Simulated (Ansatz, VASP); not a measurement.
# Cu in VASP and in Ansatz

Contents of INCAR:

```
PREC = Accurate ; ENCUT = 520
EDIFF = 1E-6 ; ISMEAR = -1
SIGMA = 0.08 ; LREAL = False
LASPH = True ; NELM = 80
ALGO = Normal ; ISIF = 2
LWAVE = False ; LCHARG = False
GGA = PS ; NBANDS = 12
```

Contents of KPOINTS:

```
Automatic mesh
0
Gamma
  20 20 20
```

Contents of POSCAR:

```
Cu
1.0
    0.0000000000      1.6402750464      1.6402750464
    1.6402750464      0.0000000000      1.6402750464
    1.6402750464      1.6402750464      0.0000000000
Cu
1
Direct
    0.0000000000      0.0000000000      0.0000000000
```

Input for Ansatz:

```yaml
crystal:
  lattice:
    - [0.0, 1.6402750464, 1.6402750464]
    - [1.6402750464, 0.0, 1.6402750464]
    - [1.6402750464, 1.6402750464, 0.0]
  atoms:
    - { symbol: Cu, position: [0.0, 0.0, 0.0] }
kpoints:
  mp_grid: { grid: [20, 20, 20] }
scf:
  occupations: { method: fermi_dirac, width: 0.08 }
hamiltonian:
  xc: pbesol
  pseudopotentials: { kind: paw }
output:
  forces: true
  stress: true
  eigenvalues: true
  populations: true
```

Change from the starting cell: volume scaled by 0.78, PAW files.

Alike in both runs: task single point; functional PBEsol; k mesh 20 × 20 × 20; occupations fermi-dirac, width 0.08 eV; no spin polarisation.

|  | VASP | Ansatz |
| --- | --- | --- |
| version | VASP 6.6.1 | Ansatz 0.2.0 |
| potentials or method | VASP PAW PBE potentials, release 64 (Cu) | PAW with Ansatz's default frozen-core files, scalar-relativistic |
| plane-wave cutoff (eV) | 520 | 420 |
| valence electrons in the cell | 11 | 19 |

Ansatz gave:

| Property | Result |
| --- | --- |
| pressure (GPa) | 77.2 |

**Question.** Which values does VASP return?

**Answer.** Pressure (GPa): 78.0.

VASP's potentials were made for PBE, not for PBEsol. Both programs put the cell under a high pressure, so it lies far from rest at this level. The functional is the same, so the differences come from potentials, cutoffs and numerics. VASP's potentials hold 11 valence electrons a cell and Ansatz's 19, so a difference there can come from the potentials and not from the codes.

Noted on VASP's run: the cell as given lies far from equilibrium.
